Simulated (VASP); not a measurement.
**TiCo3: single point with PBEsol**

Crystal: TiCo3.

```
Ti Co
1.0
     3.57100    0.00000    0.00000
     0.00000    3.57100    0.00000
     0.00000    0.00000    3.57100
Ti Co
1 3
Direct
  0.00000 0.00000 0.00000
  0.00000 0.50000 0.50000
  0.50000 0.00000 0.50000
  0.50000 0.50000 0.00000
```

* Program: VASP 6.6.1
* Task: single point
* Functional: PBEsol
* Potentials or basis: VASP PAW PBE potentials, release 64 (Ti_sv, Co)
* Cutoff: 520 eV
* k mesh: 10 × 10 × 10
* Occupations: fermi-dirac, width 0.05 eV
* Spin: no spin polarisation

| Property | Result |
| --- | --- |
| Pressure | -8.9 GPa |

Levels at points of the mesh, in eV from the Fermi level:
```tsv
k point	band 18	band 19	band 20	band 21	band 22	band 23
(0.00, 0.00, 0.00)	0.70	0.70	0.70	2.56	2.56	3.34
(0.50, 0.00, 0.00)	-0.56	-0.48	0.11	0.70	1.22	1.22
(0.50, 0.50, 0.00)	-0.77	-0.77	-0.36	-0.34	1.72	1.72
(0.50, 0.50, 0.50)	0.49	0.49	0.49	0.83	0.83	0.83
```

It took 32 s on 1 thread of Intel(R) Xeon(R) 6975P-C (Granite Rapids), with other jobs on the host, peak memory 0.2 GiB.

Caveat: the PAW data sets were made with another functional, which shifts forces and pressure a little. Spin polarisation is off, so any magnetic state and its effect on volume and gap are missing.
